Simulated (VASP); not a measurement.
# BaTe (F-43m) in VASP: further runs

The runs below take BaTe through single point, with PBE, LDA, PBEsol.

Everything below comes from runs of VASP 6.6.1. Logs are shortened: lines on timing, memory, paths and dates and some standing lists are left out, and cuts for length are marked.

### Step 1. The cell of the first run

It takes space group F-43m (No. 216, cubic). Conventional cell: a = 7.828 Å, b = 7.828 Å, c = 7.828 Å, α = 90.00°, β = 90.00°, γ = 90.00°. Within 4.5 Å of Ba (site symmetry -43m) lie 4 Te at 3.39 Å. Within 4.5 Å of Te (site symmetry -43m) lie 4 Ba at 3.39 Å.

### Step 2. Single point, PBE

INCAR

```
SYSTEM = BaTe
ALGO = Normal
EDIFF = 1E-7
ENCUT = 520
GGA = PE
ISIF = 2
ISMEAR = 0
LASPH = .True.
LCHARG = .False.
LREAL = .False.
LWAVE = .False.
NBANDS = 15
NELM = 80
PREC = Accurate
SIGMA = 0.01
```

KPOINTS

```
k-points
0
Gamma
  4 4 4
  0 0 0
```

POSCAR

```
BaTe
1.0
    0.0000000000      3.9141586740      3.9141586740
    3.9141586740      0.0000000000      3.9141586740
    3.9141586740      3.9141586740      0.0000000000
Ba Te
1 1
Direct
    0.0000000000      0.0000000000      0.0000000000
    0.2500000000      0.2500000000      0.2500000000
```

Potentials or basis: VASP PAW PBE potentials, release 64 (Ba_sv, Te).

The run is started by

```sh
$ cat potpaw_PBE.64/Ba_sv/POTCAR potpaw_PBE.64/Te/POTCAR > POTCAR
$ mpirun -np 1 vasp_std > vasp.out
```

OUTCAR:

```text
SYSTEM = BaTe
   EDIFF = 1E-7
   ENCUT = 520
   GGA = PE
   ISIF = 2
   ISMEAR = 0
   LASPH = .True.
   LREAL = .False.
   NELM = 80
   PREC = Accurate

 ion  position               nearest neighbor table
   1  0.000  0.000  0.000-   2 3.39   2 3.39   2 3.39   2 3.39
   2  0.250  0.250  0.250-   1 3.39   1 3.39   1 3.39   1 3.39

  LATTYP: Found a face centered cubic cell.
 ALAT       =     7.8283173480

  Lattice vectors:

 A1 = (   0.0000000000,   3.9141586740,   3.9141586740)
 A2 = (   3.9141586740,   0.0000000000,   3.9141586740)
 A3 = (   3.9141586740,   3.9141586740,   0.0000000000)

Analysis of symmetry for initial positions (statically):
=====================================================================
 Subroutine PRICEL returns:
 Original cell was already a primitive cell.

 Routine SETGRP: Setting up the symmetry group for a
 face centered cubic supercell.

 Subroutine GETGRP returns: Found 24 space group operations
 (whereof 24 operations were pure point group operations)
 out of a pool of 48 trial point group operations.

The static configuration has the point symmetry T_d .

Analysis of symmetry for dynamics (positions and initial velocities):
=====================================================================
 Subroutine PRICEL returns:
 Original cell was already a primitive cell.

 Routine SETGRP: Setting up the symmetry group for a
 face centered cubic supercell.

 Subroutine GETGRP returns: Found 24 space group operations
 (whereof 24 operations were pure point group operations)
 out of a pool of 48 trial point group operations.

The dynamic configuration has the point symmetry T_d .

 Subroutine INISYM returns: Found 24 space group operations
 (whereof 24 operations are pure point group operations),
 and found     1 'primitive' translations

----------------------------------------------------------------------------------------

                                     Primitive cell

  volume of cell :     119.9348

  direct lattice vectors                    reciprocal lattice vectors
     0.000000000  3.914158674  3.914158674    -0.127741372  0.127741372  0.127741372
     3.914158674  0.000000000  3.914158674     0.127741372 -0.127741372  0.127741372
     3.914158674  3.914158674  0.000000000     0.127741372  0.127741372 -0.127741372

  length of vectors
     5.535456282  5.535456282  5.535456282     0.221254547  0.221254547  0.221254547

  position of ions in fractional coordinates (direct lattice)
     0.000000000  0.000000000  0.000000000
     0.250000000  0.250000000  0.250000000

  ion indices of the primitive-cell ions
   primitive index   ion index
                 1           1
                 2           2

----------------------------------------------------------------------------------------

 KPOINTS: k-points

Automatic generation of k-mesh.
 Grid dimensions read from file:
 generate k-points for:    4    4    4

 Generating k-lattice:

  Cartesian coordinates                     Fractional coordinates (reciprocal lattice)
    -0.031935343  0.031935343  0.031935343     0.250000000  0.000000000  0.000000000
     0.031935343 -0.031935343  0.031935343     0.000000000  0.250000000  0.000000000
     0.031935343  0.031935343 -0.031935343     0.000000000  0.000000000  0.250000000

  Length of vectors
     0.055313637  0.055313637  0.055313637

  Shift w.r.t. Gamma in fractional coordinates (k-lattice)
     0.000000000  0.000000000  0.000000000

 Subroutine IBZKPT returns following result:
 ===========================================

 Found      8 irreducible k-points:

 Following reciprocal coordinates:
            Coordinates               Weight
  0.000000  0.000000  0.000000      1.000000
  0.250000  0.000000  0.000000      8.000000
  0.500000  0.000000  0.000000      4.000000
  0.250000  0.250000  0.000000      6.000000
  0.500000  0.250000  0.000000     24.000000
 -0.250000  0.250000  0.000000     12.000000
  0.500000  0.500000  0.000000      3.000000
 -0.250000  0.500000  0.250000      6.000000
   k-points           NKPTS =      8   k-points in BZ     NKDIM =      8   number of bands    NBANDS=     15
   number of dos      NEDOS =    301   number of ions     NIONS =      2
   total plane-waves  NPLWV =  74088
   dimension x,y,z NGX =    42 NGY =   42 NGZ =   42
   dimension x,y,z NGXF=    84 NGYF=   84 NGZF=   84
   ions per type =               1   1
   NGX,Y,Z   is equivalent  to a cutoff of  12.61, 12.61, 12.61 a.u.
   NGXF,Y,Z  is equivalent  to a cutoff of  25.23, 25.23, 25.23 a.u.
 SYSTEM =  BaTe
   PREC   = accura    normal or accurate (medium, high low for compatibility)
   ISTART =      0    job   : 0-new  1-cont  2-samecut
   ICHARG =      2    charge: 1-file 2-atom 10-const
   ISPIN  =      1    spin polarized calculation?
   LNONCOLLINEAR =      F non collinear calculations
   LSORBIT =      F    spin-orbit coupling
   LASPH  =      T    aspherical Exc in radial PAW
   ENCUT  =  520.0 eV  38.22 Ry    6.18 a.u.  10.29 10.29 10.29*2*pi/ulx,y,z
   NELM   =     80;   NELMIN=  2; NELMDL= -5     # of ELM steps
   EDIFF  = 0.1E-06   stopping-criterion for ELM
   LREAL  =      F    real-space projection
   EDIFFG = 0.1E-05   stopping-criterion for IOM
   NSW    =      0    number of steps for IOM
   IBRION =     -1    ionic relax: 0-MD 1-quasi-New 2-CG
   NFREE  =      0    steps in history (QN), initial steepest desc. (CG)
   ISIF   =      2    stress and relaxation
   ISYM   =      2    0-nonsym 1-usesym 2-fastsym
   POTIM  = 0.5000    time-step for ionic-motion
   TEBEG  =    0.0;   TEEND  =   0.0 temperature during run
   PSTRESS=    0.0 pullay stress
   NELECT =      16.0000    total number of electrons
   NUPDOWN=      -1.0000    fix difference up-down
   EMIN   =  10.00;   EMAX   =-10.00  energy-range for DOS
   EFERMI =   0.00;   METHOD = LEGACY
   ISMEAR =     0;   SIGMA  =   0.01  broadening in eV -4-tet -1-fermi 0-gaus
   EFERMI_NEDOS =   21; number of points for ismear=-14 and -15
   IALGO  =     38    algorithm
   IMIX   =      4    mixing-type and parameters
     AMIX     =   0.40;   BMIX     =  1.00
     AMIX_MAG =   1.60;   BMIX_MAG =  1.00
  volume/ion in A,a.u.               =      59.97       404.68
  Fermi-wavevector in a.u.,A,eV,Ry     =   0.836501  1.580757  9.520455  0.699734
  Thomas-Fermi vector in A             =   1.950236
   LORBIT       =      0    0 simple, 1 ext, 2 COOP (PROOUT), +10 PAW based schemes
   GGA     = PE    functional components
   LHFCALC =     F    Hartree Fock is set to
   AEXX    =    0.0000 exact exchange contribution
   IVDW    =     0    specifies the selected vdW correction
   LEPSILON=     F    determine dielectric tensor
   LRPA    =     F    only Hartree local field effects (RPA)
 non-spin polarized calculation
 Gauss-broadening in eV      SIGMA  =   0.01
  energy-cutoff  :      520.00
  volume of cell :      119.93
 maximum number of plane-waves:      3250
 NGX is ok and might be reduce to    42
   NGX = 21   NGY = 21   NGZ = 21

 number of electron      16.0000000 magnetization

 Free energy of the ion-electron system (eV)
  ---------------------------------------------------
  ext. energy  EPLUGINS =         0.00000000
  ---------------------------------------------------
  free energy    TOTEN  =        -8.09081839 eV

  energy without entropy =       -8.09081839  energy(sigma->0) =       -8.09081839

 E-fermi :   0.1300     XC(G=0):  -6.6871

 val. band max:        0.0296208509   @ k =  -0.2500   0.5000   0.2500
 cond. band min:       2.6066478509   @ k =   0.0000   0.0000   0.0000
 fundamental gap:      2.5770270000
 Fermi energy:         0.1300423963

 k-point     1 :       0.0000    0.0000    0.0000
  band No.  band energies     occupation
      1     -26.8680      2.00000
      2     -12.0566      2.00000
      3     -12.0566      2.00000
      4     -12.0566      2.00000
      5      -8.6982      2.00000
      6      -0.4067      2.00000
      7      -0.4067      2.00000
      8      -0.4067      2.00000
      9       2.6066      0.00000
     10       4.1525      0.00000
     11       4.1525      0.00000
     12       6.1057      0.00000
     13       6.1057      0.00000
     14       6.1057      0.00000
     15       7.9270      0.00000

 k-point     2 :       0.2500    0.0000    0.0000
  band No.  band energies     occupation
      1     -26.8663      2.00000
      2     -12.1427      2.00000
      3     -12.0637      2.00000
      4     -12.0637      2.00000
      5      -8.5608      2.00000
      6      -0.6198      2.00000
      7      -0.3107      2.00000
      8      -0.3107      2.00000
      9       3.6056      0.00000
     10       4.0138      0.00000
     11       4.0138      0.00000
     12       5.4460      0.00000
     13       6.2018      0.00000
     14       6.2018      0.00000
     15       6.3397      0.00000

 k-point     3 :       0.5000    0.0000    0.0000
  band No.  band energies     occupation
      1     -26.8647      2.00000
      2     -12.2228      2.00000
      3     -12.0707      2.00000
      4     -12.0707      2.00000
      5      -8.4322      2.00000
      6      -0.6654      2.00000
      7      -0.2240      2.00000
      8      -0.2240      2.00000
      9       4.0254      0.00000
     10       4.3558      0.00000
     11       4.3558      0.00000
     12       4.5592      0.00000
     13       5.2295      0.00000
     14       5.2295      0.00000
     15       7.3450      0.00000
[... 55 lines left out ...]
 k-point     7 :       0.5000    0.5000    0.0000
  band No.  band energies     occupation
      1     -26.8635      2.00000
      2     -12.2453      2.00000
      3     -12.0906      2.00000
      4     -12.0906      2.00000
      5      -8.3439      2.00000
      6      -0.9389      2.00000
      7       0.0257      2.00000
      8       0.0257      2.00000
      9       2.9517      0.00000
     10       3.9298      0.00000
     11       5.0003      0.00000
     12       5.0003      0.00000
     13       5.0071      0.00000
     14       7.0379      0.00000
     15       7.5362      0.00000

 k-point     8 :      -0.2500    0.5000    0.2500
  band No.  band energies     occupation
      1     -26.8635      2.00000
      2     -12.2327      2.00000
      3     -12.1042      2.00000
      4     -12.0910      2.00000
      5      -8.3428      2.00000
      6      -0.5448      2.00000
      7      -0.4498      2.00000
      8       0.0296      2.00000
      9       2.9447      0.00000
     10       3.7907      0.00000
     11       4.7466      0.00000
     12       5.1225      0.00000
     13       5.9268      0.00000
     14       7.1342      0.00000
     15       7.1981      0.00000

------------------------ aborting loop because EDIFF is reached ----------------------------------------

  FORCE on cell =-STRESS in cart. coord.  units (eV):
  Direction    XX          YY          ZZ          XY          YZ          ZX
  --------------------------------------------------------------------------------------
  -------------------------------------------------------------------------------------
  Total        0.1558745      0.1558745      0.1558745      0.0000000      0.0000000      0.0000000
  in kB        2.0822855      2.0822855      2.0822855      0.0000000      0.0000000      0.0000000
  external PRESSURE =       2.0822855 kB  Pullay stress =       0.0000000 kB

 VOLUME and BASIS-vectors are now :
 -----------------------------------------------------------------------------
  energy-cutoff  :      520.00
  volume of cell :      119.93
      direct lattice vectors                 reciprocal lattice vectors
     0.000000000  3.914158674  3.914158674    -0.127741372  0.127741372  0.127741372
     3.914158674  0.000000000  3.914158674     0.127741372 -0.127741372  0.127741372
     3.914158674  3.914158674  0.000000000     0.127741372  0.127741372 -0.127741372

 POSITION                                       TOTAL-FORCE (eV/Angst)
 -----------------------------------------------------------------------------------
      0.00000      0.00000      0.00000        -0.000000     -0.000000     -0.000000
      1.95708      1.95708      1.95708         0.000000      0.000000      0.000000
 -----------------------------------------------------------------------------------
    total drift:                               -0.000000     -0.000000     -0.000000

  FREE ENERGIE OF THE ION-ELECTRON SYSTEM (eV)
  ---------------------------------------------------
  free  energy   TOTEN  =        -8.0908183904 eV

  energy  without entropy=       -8.0908183904  energy(sigma->0) =       -8.09081839
```

It took 10 s on 1 thread of Intel Xeon 6975P-C (Granite Rapids), shared host; peak memory 0.25 GiB.

Results:

```
Free energy            : -8.0908 eV
Pressure               : 0.2 GPa
Band gap on the k mesh : 2.58 eV (least direct gap 2.92 eV)
```

Caveat: spin-orbit coupling is left out, which moves the levels of the heavy elements. A k mesh can miss the band edges.

(Part 1 of 2 ends here.)
